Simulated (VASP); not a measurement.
## Ga: single point with PBE0

The system is Ga.

```
Ga
1.0
    -1.39357    1.39357    2.32653
     1.39357   -1.39357    2.32653
     1.39357    1.39357   -2.32653
Ga
1
Direct
  0.00000 0.00000 0.00000
```

```
Program                            : VASP 6.6.1
Task                               : single point
Functional                         : PBE0
Potentials or basis                : VASP PAW PBE potentials, release 64 (Ga_d)
Cutoff                             : 520 eV
k mesh                             : 6 × 6 × 6
Occupations                        : fermi-dirac, width 0.05 eV
Spin                               : no spin polarisation
Dipole correction                  : no
Grid for exact exchange (PRECFOCK) : Normal
Further INCAR settings             : ALGO = Normal; EDIFF = 1e-07; NBANDS = 12
Share of exact exchange            : 0.25
```

The pressure is 1.4 GPa and the band gap on the k mesh is zero (an odd number of electrons rules out a gap without spin polarisation).

Stress tensor (GPa, compression positive):
```
 5.69  0.00  0.00
 0.00  5.69  0.00
 0.00  0.00 -7.13
```

Levels at points of the mesh, in eV from the Fermi level:
```
           k point  band 4  band 5  band 6  band 7  band 8  band 9
(0.00, 0.00, 0.00)  -18.42  -18.26  -13.53   13.87   14.12   14.12
(0.50, 0.00, 0.00)  -18.26  -18.21   -6.15   -5.37    8.84   12.67
(0.50, 0.50, 0.00)  -18.26  -18.12   -2.83   -1.53    4.41    5.84
(0.50, 0.50, 0.50)  -18.23  -18.22   -5.66   -5.03    8.00    8.00
```

Wall time 33 min on 1 thread of Intel(R) Xeon(R) Platinum 8259CL CPU @ 2.50GHz (Skylake/Cascade Lake), with other jobs on the host, peak memory 0.15 GiB.

Caveat: the k points lie up to 0.44 Å⁻¹ apart, too coarse for converged energies and pressures of a metal; the PAW data sets were made with another functional, which shifts forces and pressure a little.
